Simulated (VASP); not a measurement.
# Rh (P-1) in VASP: single point with LDA

Aim: the single point of Rh with LDA.

Program: VASP 6.6.1. These are calculated values, not measurements. Logs are shortened: lines on timing, memory, paths and dates and some standing lists are left out, and cuts for length are marked.

### 1 The cell of the first run

The typed cell holds 2 atoms: a = 2.655 Å, b = 2.655 Å, c = 4.598 Å, α = 73.22°, β = 73.22°, γ = 60.00°.

### 2 Single point, LDA (atoms displaced along several vibrational modes)

INCAR

```
SYSTEM = Rh
ALGO = Fast
EDIFF = 1E-6
ENCUT = 520
GGA = CA
ISIF = 2
ISMEAR = 0
KPAR = 4
LASPH = .True.
LCHARG = .False.
LREAL = .False.
LWAVE = .False.
NBANDS = 22
NELM = 100
PREC = Accurate
SIGMA = 0.15
```

KPOINTS

```
k-points
0
Gamma
  21 21 20
  0 0 0
```

POSCAR

```
Rh
1.0
    0.0000000000     -1.8770352621     -1.8770352621
   -1.8770352621      0.0000000000     -1.8770352621
    1.8770352621      1.8770352621     -3.7540705242
Rh
2
Direct
    0.4582138916      0.5192102802      0.4999986936
    0.0417861084     -0.0192102802      0.0000013064
```

Potentials or basis: VASP PAW LDA potentials, release 64 (Rh_pv).

Command:

```console
cat potpaw_LDA.64/Rh_pv/POTCAR > POTCAR
mpirun -np 4 vasp_std > vasp.out
```

OUTCAR:

```text
SYSTEM = Rh
   EDIFF = 1E-6
   ENCUT = 520
   GGA = CA
   ISIF = 2
   ISMEAR = 0
   LASPH = .True.
   LREAL = .False.
   NELM = 100
   PREC = Accurate

 ion  position               nearest neighbor table
   1  0.458  0.519  0.500-   2 2.55   2 2.60   2 2.61   2 2.71   2 2.72   2 2.77
   2  0.042  0.981  0.000-   1 2.55   1 2.60   1 2.61   1 2.71   1 2.72   1 2.77

  LATTYP: Found a trigonal (rhomboedric) cell.
 ALAT       =     4.5977786214
 COS(alpha) =     0.8333333333

  Lattice vectors:

 A1 = (   1.8770352621,   3.7540705242,  -1.8770352621)
 A2 = (   3.7540705242,   1.8770352621,  -1.8770352621)
 A3 = (   1.8770352621,   1.8770352621,  -3.7540705242)

Analysis of symmetry for initial positions (statically):
=====================================================================
 Subroutine PRICEL returns:
 Original cell was already a primitive cell.

 Routine SETGRP: Setting up the symmetry group for a
 trigonal (rhombohedral) supercell.

 Subroutine GETGRP returns: Found  2 space group operations
 (whereof  1 operations were pure point group operations)
 out of a pool of 12 trial point group operations.

The static configuration has the point symmetry C_1 .
 The point group associated with its full space group is S_2 .

Analysis of symmetry for dynamics (positions and initial velocities):
=====================================================================
 Subroutine PRICEL returns:
 Original cell was already a primitive cell.

 Routine SETGRP: Setting up the symmetry group for a
 trigonal (rhombohedral) supercell.

 Subroutine GETGRP returns: Found  2 space group operations
 (whereof  1 operations were pure point group operations)
 out of a pool of 12 trial point group operations.

The dynamic configuration has the point symmetry C_1 .
 The point group associated with its full space group is S_2 .

 Subroutine INISYM returns: Found  2 space group operations
 (whereof  1 operations are pure point group operations),
 and found     1 'primitive' translations

----------------------------------------------------------------------------------------

                                     Primitive cell

  volume of cell :      26.4531

  direct lattice vectors                    reciprocal lattice vectors
     0.000000000 -1.877035262 -1.877035262     0.133188761 -0.399566282 -0.133188761
    -1.877035262  0.000000000 -1.877035262    -0.399566282  0.133188761 -0.133188761
     1.877035262  1.877035262 -3.754070524     0.133188761  0.133188761 -0.133188761

  length of vectors
     2.654528725  2.654528725  4.597778621     0.441737145  0.441737145  0.230689700

  position of ions in fractional coordinates (direct lattice)
     0.458213892  0.519210280  0.499998694
     0.041786108  0.980789720  0.000001306

  ion indices of the primitive-cell ions
   primitive index   ion index
                 1           1
                 2           2

----------------------------------------------------------------------------------------

 KPOINTS: k-points

Automatic generation of k-mesh.
 Grid dimensions read from file:
 generate k-points for:   21   21   20

 Generating k-lattice:

  Cartesian coordinates                     Fractional coordinates (reciprocal lattice)
     0.006342322 -0.019026966 -0.006342322     0.047619048  0.000000000  0.000000000
    -0.019026966  0.006342322 -0.006342322     0.000000000  0.047619048  0.000000000
     0.006659438  0.006659438 -0.006659438     0.000000000  0.000000000  0.050000000

  Length of vectors
     0.021035102  0.021035102  0.011534485

  Shift w.r.t. Gamma in fractional coordinates (k-lattice)
     0.000000000  0.000000000  0.000000000

 -----------------------------------------------------------------------------
|                                                                             |
|           W    W    AA    RRRRR   N    N  II  N    N   GGGG   !!!           |
|           W    W   A  A   R    R  NN   N  II  NN   N  G    G  !!!           |
|           W    W  A    A  R    R  N N  N  II  N N  N  G       !!!           |
|           W WW W  AAAAAA  RRRRR   N  N N  II  N  N N  G  GGG   !            |
|           WW  WW  A    A  R   R   N   NN  II  N   NN  G    G                |
|           W    W  A    A  R    R  N    N  II  N    N   GGGG   !!!           |
|                                                                             |
|     Your reciprocal lattice and k-lattice belong to different lattice       |
|     classes:                                                                |
|                                                                             |
|        The reciprocal lattice is rhombohedral (trigonal),                   |
|        whereas your k-lattice is base-centered monoclinic.                  |
|                                                                             |
|     Results are often still useful ...                                      |
|                                                                             |
 -----------------------------------------------------------------------------

 WARNING: IBZKPT: internal override: KBLOWUP is changed to .FALSE.
      ... skipping the blow-up phase ...

 Subroutine IBZKPT returns following result:
 ===========================================

 Found   4411 irreducible k-points:

 Following reciprocal coordinates:
            Coordinates               Weight
  0.000000  0.000000  0.000000      1.000000
  0.047619  0.000000  0.000000      2.000000
  0.095238  0.000000  0.000000      2.000000
  0.142857  0.000000  0.000000      2.000000
  0.190476  0.000000  0.000000      2.000000
  0.238095  0.000000  0.000000      2.000000
[... 16 lines left out ...]
 -0.476190  0.047619 -0.000000      2.000000
 -0.428571  0.047619 -0.000000      2.000000
 [... further k-points ...]
   k-points           NKPTS =   4411   k-points in BZ     NKDIM =   4411   number of bands    NBANDS=     22
   number of dos      NEDOS =    301   number of ions     NIONS =      2
   total plane-waves  NPLWV =  14400
   dimension x,y,z NGX =    20 NGY =   20 NGZ =   36
   dimension x,y,z NGXF=    40 NGYF=   40 NGZF=   72
   ions per type =               2
   NGX,Y,Z   is equivalent  to a cutoff of  12.53, 12.53, 13.02 a.u.
   NGXF,Y,Z  is equivalent  to a cutoff of  25.05, 25.05, 26.03 a.u.
 SYSTEM =  Rh
   PREC   = accura    normal or accurate (medium, high low for compatibility)
   ISTART =      0    job   : 0-new  1-cont  2-samecut
   ICHARG =      2    charge: 1-file 2-atom 10-const
   ISPIN  =      1    spin polarized calculation?
   LNONCOLLINEAR =      F non collinear calculations
   LSORBIT =      F    spin-orbit coupling
   LASPH  =      T    aspherical Exc in radial PAW
   ENCUT  =  520.0 eV  38.22 Ry    6.18 a.u.   4.94  4.94  8.55*2*pi/ulx,y,z
   NELM   =    100;   NELMIN=  2; NELMDL= -5     # of ELM steps
   EDIFF  = 0.1E-05   stopping-criterion for ELM
   LREAL  =      F    real-space projection
   EDIFFG = 0.1E-04   stopping-criterion for IOM
   NSW    =      0    number of steps for IOM
   IBRION =     -1    ionic relax: 0-MD 1-quasi-New 2-CG
   NFREE  =      0    steps in history (QN), initial steepest desc. (CG)
   ISIF   =      2    stress and relaxation
   ISYM   =      2    0-nonsym 1-usesym 2-fastsym
   POTIM  = 0.5000    time-step for ionic-motion
   TEBEG  =    0.0;   TEEND  =   0.0 temperature during run
   PSTRESS=    0.0 pullay stress
   NELECT =      30.0000    total number of electrons
   NUPDOWN=      -1.0000    fix difference up-down
   EMIN   =  10.00;   EMAX   =-10.00  energy-range for DOS
   EFERMI =   0.00;   METHOD = LEGACY
   ISMEAR =     0;   SIGMA  =   0.15  broadening in eV -4-tet -1-fermi 0-gaus
   EFERMI_NEDOS =   21; number of points for ismear=-14 and -15
   IALGO  =     68    algorithm
   IMIX   =      4    mixing-type and parameters
     AMIX     =   0.40;   BMIX     =  1.00
     AMIX_MAG =   1.60;   BMIX_MAG =  1.00
  volume/ion in A,a.u.               =      13.23        89.26
  Fermi-wavevector in a.u.,A,eV,Ry     =   1.707220  3.226178 39.655542  2.914600
  Thomas-Fermi vector in A             =   2.786112
   LORBIT       =      0    0 simple, 1 ext, 2 COOP (PROOUT), +10 PAW based schemes
   GGA     = CA    functional components
   LHFCALC =     F    Hartree Fock is set to
   AEXX    =    0.0000 exact exchange contribution
   IVDW    =     0    specifies the selected vdW correction
   LEPSILON=     F    determine dielectric tensor
   LRPA    =     F    only Hartree local field effects (RPA)
 non-spin polarized calculation
 RMM-DIIS sequential band-by-band and
 Gauss-broadening in eV      SIGMA  =   0.15
  energy-cutoff  :      520.00
  volume of cell :       26.45
 maximum number of plane-waves:       730
   NGX =  9   NGY =  9   NGZ = 17

 number of electron      30.0000004 magnetization

 Free energy of the ion-electron system (eV)
  ---------------------------------------------------
  ext. energy  EPLUGINS =         0.00000000
  ---------------------------------------------------
  free energy    TOTEN  =       -17.30728164 eV

  energy without entropy =      -17.27849162  energy(sigma->0) =      -17.29288663

 E-fermi :  12.4552     XC(G=0): -14.5971

 val. band max:       12.4546008372   @ k =   0.3810   0.4762   0.5000
 cond. band min:      12.4551527705   @ k =  -0.0476   0.0952   0.3500
 fundamental gap:      0.0005519333
 Fermi energy:        12.4551526806

 k-point     1 :       0.0000    0.0000    0.0000
  band No.  band energies     occupation
      1     -34.6707      2.00000
      2     -33.9041      2.00000
      3     -33.8894      2.00000
      4     -33.7901      2.00000
      5     -33.7850      2.00000
      6     -33.7815      2.00000
[... 14 lines left out ...]
     21      28.5506      0.00000
     22      33.6796      0.00000

 k-point     2 :       0.0476    0.0000    0.0000
  band No.  band energies     occupation
      1     -34.6644      2.00000
      2     -33.9071      2.00000
      3     -33.9035      2.00000
      4     -33.7974      2.00000
      5     -33.7941      2.00000
      6     -33.7872      2.00000
[... 14 lines left out ...]
     21      28.6827      0.00000
     22      33.7104      0.00000

 k-point     3 :       0.0952    0.0000    0.0000
  band No.  band energies     occupation
      1     -34.6460      2.00000
      2     -33.9447      2.00000
      3     -33.9153      2.00000
      4     -33.8430      2.00000
      5     -33.8062      2.00000
      6     -33.7945      2.00000
[... 14 lines left out ...]
     21      29.0609      0.00000
     22      32.8904      0.00000

 k-point     4 :       0.1429    0.0000    0.0000
  band No.  band energies     occupation
      1     -34.6163      2.00000
      2     -34.0082      2.00000
      3     -33.9283      2.00000
      4     -33.9142      2.00000
      5     -33.8252      2.00000
      6     -33.8069      2.00000
[... 14 lines left out ...]
     21      29.6288      0.00000
     22      31.8376      0.00000

 k-point     5 :       0.1905    0.0000    0.0000
  band No.  band energies     occupation
      1     -34.5769      2.00000
      2     -34.0882      2.00000
      3     -34.0038      2.00000
      4     -33.9446      2.00000
      5     -33.8496      2.00000
      6     -33.8248      2.00000
[... 417 lines left out ...]
 k-point    22 :       0.4762    0.0476    0.0000
  band No.  band energies     occupation
      1     -34.4920      2.00000
      2     -34.4632      2.00000
      3     -34.2781      2.00000
      4     -34.0369      2.00000
      5     -33.9953      2.00000
      6     -33.9725      2.00000
[... 14 lines left out ...]
     21      26.8777      0.00000
     22      29.5840      0.00000

 k-point    23 :      -0.4762    0.0476   -0.0000
  band No.  band energies     occupation
      1     -34.5004      2.00000
      2     -34.4796      2.00000
      3     -34.2701      2.00000
      4     -34.0415      2.00000
      5     -34.0000      2.00000
      6     -33.9769      2.00000
[... 14 lines left out ...]
     21      27.1391      0.00000
     22      29.4176      0.00000

 k-point    24 :      -0.4286    0.0476   -0.0000
  band No.  band energies     occupation
      1     -34.4837      2.00000
      2     -34.4703      2.00000
      3     -34.2872      2.00000
      4     -34.0356      2.00000
      5     -33.9992      2.00000
      6     -33.9617      2.00000
[... 14 lines left out ...]
     21      26.5208      0.00000
     22      29.3958      0.00000

 [... further k-points ...]

------------------------ aborting loop because EDIFF is reached ----------------------------------------

  FORCE on cell =-STRESS in cart. coord.  units (eV):
  Direction    XX          YY          ZZ          XY          YZ          ZX
  --------------------------------------------------------------------------------------
  -------------------------------------------------------------------------------------
  Total        0.5324527      0.1405888      0.4891949      0.0278517      0.0086138     -0.3260031
  in kB       32.2488546      8.5149887     29.6288804      1.6868855      0.5217073    -19.7449041
  external PRESSURE =      23.4642412 kB  Pullay stress =       0.0000000 kB

 VOLUME and BASIS-vectors are now :
 -----------------------------------------------------------------------------
  energy-cutoff  :      520.00
  volume of cell :       26.45
      direct lattice vectors                 reciprocal lattice vectors
     0.000000000 -1.877035262 -1.877035262     0.133188761 -0.399566282 -0.133188761
    -1.877035262  0.000000000 -1.877035262    -0.399566282  0.133188761 -0.133188761
     1.877035262  1.877035262 -3.754070524     0.133188761  0.133188761 -0.133188761

 POSITION                                       TOTAL-FORCE (eV/Angst)
 -----------------------------------------------------------------------------------
     -0.03606      0.07843     -3.71169         0.306051     -0.595889     -0.355084
     -1.84097     -0.07843     -1.91942        -0.306051      0.595889      0.355084
 -----------------------------------------------------------------------------------
    total drift:                                0.000000      0.000000     -0.000000

  FREE ENERGIE OF THE ION-ELECTRON SYSTEM (eV)
  ---------------------------------------------------
  free  energy   TOTEN  =       -17.3072816356 eV

  energy  without entropy=      -17.2784916158  energy(sigma->0) =      -17.29288663
```

Wall time 11 min (4 MPI ranks of Oxide Virtual Turin-like, shared host); peak memory 1.8 GiB.

Results:

```
Free energy            : -17.3073 eV
Pressure               : 2.3 GPa
Largest force          : 0.758 eV/Å
Band gap on the k mesh : zero (bands 15 and 16 overlap by 2.36 eV)
```

Forces in eV/Å, atoms in the order of the input:
```
Rh   0.306 -0.596 -0.355
Rh  -0.306  0.596  0.355
```

Stress tensor (GPa, compression positive):
```
 3.22  0.17 -1.97
 0.17  0.85  0.05
-1.97  0.05  2.96
```

Caveat: the cell differs from its parent crystal (atoms displaced along several vibrational modes).
